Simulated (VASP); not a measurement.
# C (R-3m) in VASP: single point with PBEsol

Aim: the single point of C with PBEsol.

Program: VASP 6.6.1. These are calculated values, not measurements. Logs are shortened: lines on timing, memory, paths and dates and some standing lists are left out, and cuts for length are marked.

### 1 The cell of the first run

Symmetry: R-3m, No. 166, trigonal system. Conventional cell: a = 2.460 Å, b = 2.460 Å, c = 33.450 Å, α = 90.00°, β = 90.00°, γ = 120.00°. Within 1.9 Å of C (site symmetry 3m) lie 3 C at 1.42 Å. Within 1.9 Å of C (site symmetry 3m) lie 3 C at 1.42 Å.

### 2 Single point, PBEsol

File INCAR:

```
ALGO = Normal ; EDIFF = 1E-6
ENCUT = 520 ; GGA = PS
ISIF = 2 ; ISMEAR = 0
LASPH = T ; LCHARG = F
LREAL = F ; LWAVE = F
NBANDS = 16 ; NELM = 100
PREC = Accurate ; SIGMA = 0.1
```

File KPOINTS:

```
k-points
0
Gamma
  9 9 9
```

File POSCAR:

```
C
1.0
    1.2299994602      0.7101405194     11.1500000000
   -1.2299994602      0.7101405194     11.1500000000
    0.0000000000     -1.4202810389     11.1500000000
C
4
Direct
    0.0500000000      0.0500000000      0.0500000000
    0.9500000000      0.9500000000      0.9500000000
    0.2830000000      0.2830000000      0.2830000000
    0.7170000000      0.7170000000      0.7170000000
```

Potentials or basis: VASP PAW PBE potentials, release 64 (C).

Started as:

```console
$ cat potpaw_PBE.64/C/POTCAR > POTCAR
$ mpirun -np 1 vasp_std > vasp.out
```

OUTCAR:

```text
EDIFF = 1E-6
   ENCUT = 520
   GGA = PS
   ISIF = 2
   ISMEAR = 0
   LASPH = T
   LREAL = F
   NELM = 100
   PREC = Accurate

 ion  position               nearest neighbor table
   1  0.050  0.050  0.050-   4 1.42   4 1.42   4 1.42
   2  0.950  0.950  0.950-   3 1.42   3 1.42   3 1.42
   3  0.283  0.283  0.283-   2 1.42   2 1.42   2 1.42
   4  0.717  0.717  0.717-   1 1.42   1 1.42   1 1.42

  LATTYP: Found a trigonal (rhomboedric) cell.
 ALAT       =    11.2400933372
 COS(alpha) =     0.9760503042

  Lattice vectors:

 A1 = (   1.2299994602,   0.7101405194,  11.1500000000)
 A2 = (  -1.2299994602,   0.7101405194,  11.1500000000)
 A3 = (   0.0000000000,  -1.4202810389,  11.1500000000)

Analysis of symmetry for initial positions (statically):
=====================================================================
 Subroutine PRICEL returns:
 Original cell was already a primitive cell.

 Routine SETGRP: Setting up the symmetry group for a
 trigonal (rhombohedral) supercell.

 Subroutine GETGRP returns: Found 12 space group operations
 (whereof 12 operations were pure point group operations)
 out of a pool of 12 trial point group operations.

The static configuration has the point symmetry D_3d.

Analysis of symmetry for dynamics (positions and initial velocities):
=====================================================================
 Subroutine PRICEL returns:
 Original cell was already a primitive cell.

 Routine SETGRP: Setting up the symmetry group for a
 trigonal (rhombohedral) supercell.

 Subroutine GETGRP returns: Found 12 space group operations
 (whereof 12 operations were pure point group operations)
 out of a pool of 12 trial point group operations.

The dynamic configuration has the point symmetry D_3d.

 Subroutine INISYM returns: Found 12 space group operations
 (whereof 12 operations are pure point group operations),
 and found     1 'primitive' translations

----------------------------------------------------------------------------------------

                                     Primitive cell

  volume of cell :      58.4353

  direct lattice vectors                    reciprocal lattice vectors
     1.229999460  0.710140519 11.150000000     0.406504243  0.234695334  0.029895366
    -1.229999460  0.710140519 11.150000000    -0.406504243  0.234695334  0.029895366
     0.000000000 -1.420281039 11.150000000     0.000000000 -0.469390669  0.029895366

  length of vectors
    11.240093337 11.240093337 11.240093337     0.470341719  0.470341719  0.470341719

  position of ions in fractional coordinates (direct lattice)
     0.050000000  0.050000000  0.050000000
     0.950000000  0.950000000  0.950000000
     0.283000000  0.283000000  0.283000000
     0.717000000  0.717000000  0.717000000

  ion indices of the primitive-cell ions
   primitive index   ion index
                 1           1
                 2           2
                 3           3
                 4           4

----------------------------------------------------------------------------------------

 KPOINTS: k-points

Automatic generation of k-mesh.
 Grid dimensions read from file:
 generate k-points for:    9    9    9

 Generating k-lattice:

  Cartesian coordinates                     Fractional coordinates (reciprocal lattice)
     0.045167138  0.026077259  0.003321707     0.111111111  0.000000000  0.000000000
    -0.045167138  0.026077259  0.003321707     0.000000000  0.111111111  0.000000000
     0.000000000 -0.052154519  0.003321707     0.000000000  0.000000000  0.111111111

  Length of vectors
     0.052260191  0.052260191  0.052260191

  Shift w.r.t. Gamma in fractional coordinates (k-lattice)
     0.000000000  0.000000000  0.000000000

 Subroutine IBZKPT returns following result:
 ===========================================

 Found     85 irreducible k-points:

 Following reciprocal coordinates:
            Coordinates               Weight
  0.000000  0.000000  0.000000      1.000000
  0.111111 -0.000000  0.000000      6.000000
  0.222222  0.000000  0.000000      6.000000
  0.333333 -0.000000  0.000000      6.000000
  0.444444  0.000000  0.000000      6.000000
  0.111111  0.111111  0.000000      6.000000
[... 16 lines left out ...]
 -0.333333  0.333333  0.000000      6.000000
  0.444444  0.444444  0.000000      6.000000
 [... further k-points ...]
   k-points           NKPTS =     85   k-points in BZ     NKDIM =     85   number of bands    NBANDS=     16
   number of dos      NEDOS =    301   number of ions     NIONS =      4
   total plane-waves  NPLWV = 592704
   dimension x,y,z NGX =    84 NGY =   84 NGZ =   84
   dimension x,y,z NGXF=   168 NGYF=  168 NGZF=  168
   ions per type =               4
   NGX,Y,Z   is equivalent  to a cutoff of  12.42, 12.42, 12.42 a.u.
   NGXF,Y,Z  is equivalent  to a cutoff of  24.85, 24.85, 24.85 a.u.
 SYSTEM =  unknown system
   PREC   = accura    normal or accurate (medium, high low for compatibility)
   ISTART =      0    job   : 0-new  1-cont  2-samecut
   ICHARG =      2    charge: 1-file 2-atom 10-const
   ISPIN  =      1    spin polarized calculation?
   LNONCOLLINEAR =      F non collinear calculations
   LSORBIT =      F    spin-orbit coupling
   LASPH  =      T    aspherical Exc in radial PAW
   ENCUT  =  520.0 eV  38.22 Ry    6.18 a.u.  20.90 20.90 20.90*2*pi/ulx,y,z
   NELM   =    100;   NELMIN=  2; NELMDL= -5     # of ELM steps
   EDIFF  = 0.1E-05   stopping-criterion for ELM
   LREAL  =      F    real-space projection
   EDIFFG = 0.1E-04   stopping-criterion for IOM
   NSW    =      0    number of steps for IOM
   IBRION =     -1    ionic relax: 0-MD 1-quasi-New 2-CG
   NFREE  =      0    steps in history (QN), initial steepest desc. (CG)
   ISIF   =      2    stress and relaxation
   ISYM   =      2    0-nonsym 1-usesym 2-fastsym
   POTIM  = 0.5000    time-step for ionic-motion
   TEBEG  =    0.0;   TEEND  =   0.0 temperature during run
   PSTRESS=    0.0 pullay stress
   NELECT =      16.0000    total number of electrons
   NUPDOWN=      -1.0000    fix difference up-down
   EMIN   =  10.00;   EMAX   =-10.00  energy-range for DOS
   EFERMI =   0.00;   METHOD = LEGACY
   ISMEAR =     0;   SIGMA  =   0.10  broadening in eV -4-tet -1-fermi 0-gaus
   EFERMI_NEDOS =   21; number of points for ismear=-14 and -15
   IALGO  =     38    algorithm
   IMIX   =      4    mixing-type and parameters
     AMIX     =   0.40;   BMIX     =  1.00
     AMIX_MAG =   1.60;   BMIX_MAG =  1.00
  volume/ion in A,a.u.               =      14.61        98.59
  Fermi-wavevector in a.u.,A,eV,Ry     =   1.063057  2.008886 15.375798  1.130089
  Thomas-Fermi vector in A             =   2.198528
   LORBIT       =      0    0 simple, 1 ext, 2 COOP (PROOUT), +10 PAW based schemes
   GGA     = PS    functional components
   LHFCALC =     F    Hartree Fock is set to
   AEXX    =    0.0000 exact exchange contribution
   IVDW    =     0    specifies the selected vdW correction
   LEPSILON=     F    determine dielectric tensor
   LRPA    =     F    only Hartree local field effects (RPA)
 non-spin polarized calculation
 Gauss-broadening in eV      SIGMA  =   0.10
  energy-cutoff  :      520.00
  volume of cell :       58.44
 maximum number of plane-waves:      1603
   NGX = 41   NGY = 41   NGZ = 41

 number of electron      16.0000000 magnetization

 Free energy of the ion-electron system (eV)
  ---------------------------------------------------
  ext. energy  EPLUGINS =         0.00000000
  ---------------------------------------------------
  free energy    TOTEN  =       -38.54917560 eV

  energy without entropy =      -38.54638947  energy(sigma->0) =      -38.54778253

 E-fermi :   1.0783     XC(G=0):  -6.9659

 val. band max:        1.0783227713   @ k =  -0.2222   0.4444   0.1111
 cond. band min:       1.0783380552   @ k =  -0.2222   0.4444   0.1111
 fundamental gap:      0.0000152839
 Fermi energy:         1.0783307340

 k-point     1 :       0.0000    0.0000    0.0000
  band No.  band energies     occupation
      1     -18.5233      2.00000
      2     -18.3691      2.00000
      3      -7.0972      2.00000
      4      -6.0983      2.00000
      5      -1.9081      2.00000
      6      -1.9081      2.00000
[... 8 lines left out ...]
     15       9.4414      0.00000
     16      11.4541      0.00000

 k-point     2 :       0.1111   -0.0000    0.0000
  band No.  band energies     occupation
      1     -18.2289      2.00000
      2     -18.0775      2.00000
      3      -6.7414      2.00000
      4      -5.7540      2.00000
      5      -3.0328      2.00000
      6      -3.0109      2.00000
[... 8 lines left out ...]
     15      10.6582      0.00000
     16      11.5663      0.00000

 k-point     3 :       0.2222    0.0000    0.0000
  band No.  band energies     occupation
      1     -17.3516      2.00000
      2     -17.2084      2.00000
      3      -5.6903      2.00000
      4      -5.6028      2.00000
      5      -5.5587      2.00000
      6      -4.7398      2.00000
[... 8 lines left out ...]
     15       9.4532      0.00000
     16      12.7162      0.00000

 k-point     4 :       0.3333   -0.0000    0.0000
  band No.  band energies     occupation
      1     -15.9117      2.00000
      2     -15.7818      2.00000
      3      -8.5586      2.00000
      4      -8.4903      2.00000
      5      -4.6946      2.00000
      6      -4.6681      2.00000
[... 8 lines left out ...]
     15      10.6820      0.00000
     16      14.1718      0.00000
[... 324 lines left out ...]
 k-point    22 :      -0.4444    0.3333    0.0000
  band No.  band energies     occupation
      1     -13.1904      2.00000
      2     -13.0897      2.00000
      3     -10.7145      2.00000
      4     -10.6435      2.00000
      5      -8.1133      2.00000
      6      -8.0614      2.00000
[... 8 lines left out ...]
     15      12.9063      0.00000
     16      13.6475      0.00000

 k-point    23 :      -0.3333    0.3333    0.0000
  band No.  band energies     occupation
      1     -11.5076      2.00000
      2     -11.4567      2.00000
      3     -11.4567      2.00000
      4     -11.4107      2.00000
      5      -9.5567      2.00000
      6      -9.5567      2.00000
[... 8 lines left out ...]
     15      14.0929      0.00000
     16      14.8873      0.00000

 k-point    24 :       0.4444    0.4444    0.0000
  band No.  band energies     occupation
      1     -13.9784      2.00000
      2     -13.8695      2.00000
      3     -11.3325      2.00000
      4     -11.2464      2.00000
      5      -5.2631      2.00000
      6      -5.2353      2.00000
[... 8 lines left out ...]
     15      13.4278      0.00000
     16      14.0963      0.00000

 [... further k-points ...]
[... 5 lines left out ...]
  --------------------------------------------------------------------------------------
  -------------------------------------------------------------------------------------
  Total        0.1274987      0.1274987      0.0680168      0.0000000     -0.0000000      0.0000000
  in kB        3.4957559      3.4957559      1.8648828      0.0000000     -0.0000000      0.0000000
  external PRESSURE =       2.9521315 kB  Pullay stress =       0.0000000 kB

 VOLUME and BASIS-vectors are now :
 -----------------------------------------------------------------------------
  energy-cutoff  :      520.00
  volume of cell :       58.44
      direct lattice vectors                 reciprocal lattice vectors
     1.229999460  0.710140519 11.150000000     0.406504243  0.234695334  0.029895366
    -1.229999460  0.710140519 11.150000000    -0.406504243  0.234695334  0.029895366
     0.000000000 -1.420281039 11.150000000     0.000000000 -0.469390669  0.029895366

 POSITION                                       TOTAL-FORCE (eV/Angst)
 -----------------------------------------------------------------------------------
      0.00000     -0.00000      1.67250         0.000000     -0.000000      0.180013
      0.00000     -0.00000     31.77750         0.000000      0.000000     -0.180013
      0.00000     -0.00000      9.46635         0.000000     -0.000000      0.152798
      0.00000     -0.00000     23.98365         0.000000      0.000000     -0.152798
 -----------------------------------------------------------------------------------
    total drift:                                0.000000     -0.000000     -0.000000

  FREE ENERGIE OF THE ION-ELECTRON SYSTEM (eV)
  ---------------------------------------------------
  free  energy   TOTEN  =       -38.5491756008 eV

  energy  without entropy=      -38.5463894658  energy(sigma->0) =      -38.54778253
```

It took 19 min on 1 thread of Intel Xeon 6975P-C (Granite Rapids), shared host; peak memory 0.96 GiB.

What came out:

| Property | Result |
| --- | --- |
| Free energy | -38.5492 eV |
| Pressure | 0.3 GPa |
| Largest force | 0.180 eV/Å |
| Band gap on the k mesh | zero (filled and empty bands touch) |

Forces on the atoms (eV/Å):
```
C    0.000  0.000  0.180
C    0.000  0.000 -0.180
C    0.000  0.000  0.153
C    0.000  0.000 -0.153
```

Caveat: the PAW data sets were made with another functional, which shifts forces and pressure a little.
